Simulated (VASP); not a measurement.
The system is P.

```xyz
4
Lattice="1.6141 -5.3535 0.0000 1.6141 5.3535 0.0000 0.0000 0.0000 4.4509" Properties=species:S:1:pos:R:3 pbc="T T T"
P     1.6141   -4.3271    2.6207
P     1.6141    4.3271    1.8301
P     1.6141   -1.0263    0.3953
P     1.6141    1.0263    4.0556
```

Base run:

| Property | Result |
| --- | --- |
| Program | VASP 6.6.1 |
| Functional | BLYP |
| Potentials or basis | VASP PAW PBE potentials, release 64 (P) |
| Cutoff | 500 eV |
| k mesh | 8 × 8 × 6 |
| Occupations | fermi-dirac, width 0.05 eV |
| Spin | no spin polarisation |

Its results: band gap on the k mesh 0.11 eV; pressure 12.1 GPa; largest force 0.983 eV/Å.

Question: The run is repeated on the same cell with these changes: functional from BLYP to pbe exchange, lda correlation; occupations from fermi-dirac, width 0.05 eV to fermi-dirac, width 0.15 eV. What comes out?

Answer: Band gap on the k mesh 0.21 eV; pressure 13.5 GPa; largest force 0.910 eV/Å.

Caveats: the cell stands under pressure; the PAW data sets were made with another functional, which shifts forces and pressure a little.

A k mesh can miss the band edges.
